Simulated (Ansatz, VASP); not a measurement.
# One calculation of BeS, two programs

```
Be S
1.0
     0.00000    2.30447    2.41812
     2.41812    0.00000    2.41812
     2.41812    2.30447    0.00000
Be S
1 1
Cartesian
  0.0000 0.0000 0.0000
  3.6272 3.4567 3.6272
```

Alike in both runs: task single point; functional PBEsol; k mesh 10 × 10 × 10; occupations gaussian, width 0.05 eV; no spin polarisation.

|  | VASP | Ansatz |
| --- | --- | --- |
| version | VASP 6.6.1 | Ansatz 0.2.0 |
| potentials or method | VASP PAW PBE potentials, release 64 (Be, S), cutoff 520 eV | scalar-relativistic, plane waves, PAW |
| valence electrons in the cell | 8 | 8 |

|  | VASP | Ansatz | Ansatz less VASP |
| --- | --- | --- | --- |
| gap on the k mesh at the Fermi level (eV) | 2.38 | 2.37 | -0.004 |
| least direct gap on the mesh (eV) | 5.39 | 5.36 | -0.030 |
| pressure (GPa) | 5.4 | 5.2 | -0.17 |
| traceless stress, the component that is largest in VASP (GPa) | 2.82 | 2.84 | +0.017 |

VASP's potentials were made for PBE, not for PBEsol. The functional is the same, so the differences come from potentials, cutoffs and numerics.
